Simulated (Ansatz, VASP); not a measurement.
## CoSi: VASP beside Ansatz

The input INCAR:

```
ALGO = Normal ; EDIFF = 1E-6
ENCUT = 520 ; GGA = PE
ISIF = 2 ; ISMEAR = -1
LASPH = T ; LCHARG = F
LREAL = F ; LWAVE = F
NBANDS = 21 ; NELM = 80
PREC = Accurate ; SIGMA = 0.08
```

File KPOINTS:

```
k-points
0
Gamma
  12 12 7
```

Contents of POSCAR:

```
CoSi
1.0
    3.0887481909      0.0000000000      0.0000000000
   -1.5443740954      2.6749343992      0.0000000000
    0.0000000000      0.0000000000      4.8137612518
Co Si
2 2
Direct
    0.0000000000      0.0000000000      0.0000000000
    0.0000000000      0.0000000000      0.5000000000
    0.3333333333      0.6666666667      0.2500000000
    0.6666666667      0.3333333333      0.7500000000
```

Input for Ansatz:

```yaml
crystal:
  lattice:
    - [3.0887481909, 0.0, 0.0]
    - [-1.5443740954, 2.6749343992, 0.0]
    - [0.0, 0.0, 4.8137612518]
  atoms:
    - { symbol: Co, position: [0.0, 0.0, 0.0] }
    - { symbol: Co, position: [0.0, 0.0, 0.5] }
    - { symbol: Si, position: [0.3333333333, 0.6666666667, 0.25] }
    - { symbol: Si, position: [0.6666666667, 0.3333333333, 0.75] }
kpoints:
  mp_grid: { grid: [12, 12, 7] }
scf:
  occupations: { method: fermi_dirac, width: 0.08 }
hamiltonian:
  xc: pbe
  pseudopotentials: { kind: all_electron, lapw: { basis_error: 0.001 } }
output:
  forces: true
  stress: true
  eigenvalues: true
  populations: true
```

Change from the starting cell: volume scaled by 0.8, LAPW.

Alike in both runs: task single point; functional PBE; k mesh 12 × 12 × 7; occupations fermi-dirac, width 0.08 eV; no spin polarisation.

```csv
,VASP,Ansatz
version,VASP 6.6.1,Ansatz 0.2.0
potentials or method,"VASP PAW PBE potentials, release 64 (Co, Si), cutoff 520 eV","all-electron LAPW, scalar-relativistic"
```

|  | VASP | Ansatz | Ansatz less VASP |
| --- | --- | --- | --- |
| pressure (GPa) | 64.0 | 64.1 | +0.11 |
| traceless stress, the component that is largest in VASP (GPa) | 0.16 | 0.09 | -0.068 |

Both programs put the cell under a high pressure, so it lies far from rest at this level. Ansatz ran all-electron here, and VASP with PAW potentials.

Noted on VASP's run: the cell as given lies far from equilibrium.
